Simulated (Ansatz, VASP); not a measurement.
One calculation of Zr, two programs

The input INCAR:

```
SYSTEM = Zr
ALGO     = Normal         ! electronic algorithm
EDIFF    = 1E-6           ! SCF threshold, eV
EDIFFG   = -0.01          ! ionic threshold
ENCUT    = 600            ! plane-wave cutoff, eV
GGA      = PE             ! functional
IBRION   = 2              ! ionic algorithm
ISIF     = 3              ! what is computed and relaxed
ISMEAR   = -1             ! smearing method
LASPH    = .True.         ! aspherical terms in the spheres
LCHARG   = .False.        ! write CHGCAR
LREAL    = .False.        ! projectors in reciprocal space
LWAVE    = .False.        ! write WAVECAR
NELM     = 80             ! most SCF steps
NSW      = 80             ! ionic steps
PREC     = Accurate       ! precision mode
SIGMA    = 0.1            ! smearing width, eV
```

Contents of KPOINTS:

```
k-points
0
Gamma
  5 5 5
  0 0 0
```

File POSCAR:

```
Zr
1.0
    5.7107831915      0.0000000000      0.0000000000
    0.0000000000      5.7107831915      0.0000000000
    0.0000000000      0.0000000000      5.7107831915
Zr
8
Direct
    0.0000000000      0.0000000000      0.0000000000
    0.5000000000      0.5000000000      0.5000000000
    0.2500000000      0.0000000000      0.5000000000
    0.7500000000      0.0000000000      0.5000000000
    0.5000000000      0.2500000000      0.0000000000
    0.5000000000      0.7500000000      0.0000000000
    0.0000000000      0.5000000000      0.2500000000
    0.0000000000      0.5000000000      0.7500000000
```

Input for Ansatz:

```yaml
crystal:
  lattice:
    - [5.7107831915, 0.0, 0.0]
    - [0.0, 5.7107831915, 0.0]
    - [0.0, 0.0, 5.7107831915]
  atoms:
    - { symbol: Zr, position: [0.0, 0.0, 0.0] }
    - { symbol: Zr, position: [0.5, 0.5, 0.5] }
    - { symbol: Zr, position: [0.25, 0.0, 0.5] }
    - { symbol: Zr, position: [0.75, 0.0, 0.5] }
    - { symbol: Zr, position: [0.5, 0.25, 0.0] }
    - { symbol: Zr, position: [0.5, 0.75, 0.0] }
    - { symbol: Zr, position: [0.0, 0.5, 0.25] }
    - { symbol: Zr, position: [0.0, 0.5, 0.75] }
hamiltonian:
  xc: pbe
  pseudopotentials:
    kind: paw
    azcp:
      Zr: "pseudopotentials/Zr.paw.azcp"
basis:
  ecutwfc: 420
  fft_grid_basis: typed
kpoints:
  mp_grid: { grid: [5, 5, 5], shift: [0, 0, 0] }
magnetization:
  spin_polarized: false
scf:
  occupations: { method: fermi_dirac, width: 0.1 }
relax:
  max_steps: 60
  f_tol: 0.01
  cell: {}
```

Alike in both runs: task relaxation of cell and atoms; functional PBE; k mesh 5 × 5 × 5; occupations fermi-dirac, width 0.1 eV; no spin polarisation.

|  | VASP | Ansatz |
| --- | --- | --- |
| version | VASP 6.6.1 | Ansatz 0.2.0 |
| potentials or method | VASP PAW PBE potentials, release 64 (Zr_sv), cutoff 600 eV | plane waves (420 eV) with PAW, scalar-relativistic |
| valence electrons in the cell | 96 | 96 |

```tsv
	VASP	Ansatz	Ansatz less VASP
relaxed volume (Å³/atom)	23.10	23.09	-0.012
relaxed cell length with the largest relative difference (Å)	5.696	5.695	-0.0009
```
